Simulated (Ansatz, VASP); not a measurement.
**One calculation of Ga5N, two programs**

```
CELL_PARAMETERS angstrom
0.00000 3.66547 3.66547
3.66547 0.00000 3.66547
3.66547 3.66547 0.00000
ATOMIC_POSITIONS crystal
Ga 0.37786 0.37786 0.37786
Ga 0.37786 0.37786 0.86643
Ga 0.37786 0.86643 0.37786
Ga 0.86643 0.37786 0.37786
Ga 0.00000 0.00000 0.00000
N 0.50000 0.50000 0.50000
```

Alike in both runs: task single point; functional PBE; k mesh 4 × 4 × 4; occupations gaussian, width 0.1 eV; collinear spin.

|  | VASP | Ansatz |
| --- | --- | --- |
| version | VASP 6.6.1 | Ansatz 0.2.0 |
| potentials or method | VASP PAW PBE potentials, release 64 (Ga_d, N), cutoff 520 eV | scalar-relativistic, plane waves, PAW |
| valence electrons in the cell | 70 | 70 |

```csv
,VASP,Ansatz,Ansatz less VASP
gap on the k mesh at the Fermi level (eV),none,none,-
rms of the force components (eV/Å),7.906,7.986,+0.0804
net moment per atom (μB),0.00,0.00,0.000
```

Atom by atom the forces differ by 0.080 eV/Å (rms over components). A gap of «none» marks a metal or a gap that the smearing closes. Ansatz's warnings: seeded moment not kept.

The k mesh is coarse, so the values compare programs but aren't converged.
